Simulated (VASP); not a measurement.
A run of VASP 6.6.1 is set up as follows.

INCAR

```
PREC = Accurate ; ENCUT = 600
EDIFF = 1E-6 ; ISMEAR = 0
SIGMA = 0.02 ; LREAL = False
LASPH = True ; NELM = 60
ALGO = Normal ; ISIF = 4
LWAVE = False ; LCHARG = False
GGA = PE ; IBRION = 2
NSW = 50 ; EDIFFG = -0.01
```

The input KPOINTS:

```
Automatic mesh
0
Gamma
  12 12 2
```

Contents of POSCAR:

```
WS2
1.0
    3.2175608567      0.0000000000      0.0000000000
   -1.6087804284      2.7864894402      0.0000000000
    0.0000000000      0.0000000000     15.4569766162
W S
2 4
Direct
    0.3333333333      0.6666666667      0.2500000000
    0.6666666667      0.3333333333      0.7500000000
    0.3333333333      0.6666666667      0.6473650167
    0.6666666667      0.3333333333      0.1473650167
    0.3333333333      0.6666666667      0.8526349833
    0.6666666667      0.3333333333      0.3526349833
```

Potentials or basis: VASP PAW PBE potentials, release 64 (W_sv, S).

Run with:

```console
$ cat potpaw_PBE.64/W_sv/POTCAR potpaw_PBE.64/S/POTCAR > POTCAR
$ mpirun -np 1 vasp_std > vasp.out
```

(1) What does it give for the band gap on the k mesh?

## Answers

(1) 1.71 eV (least direct gap 1.80 eV).

Caveat: spin-orbit coupling is left out, which moves the levels of the heavy elements.
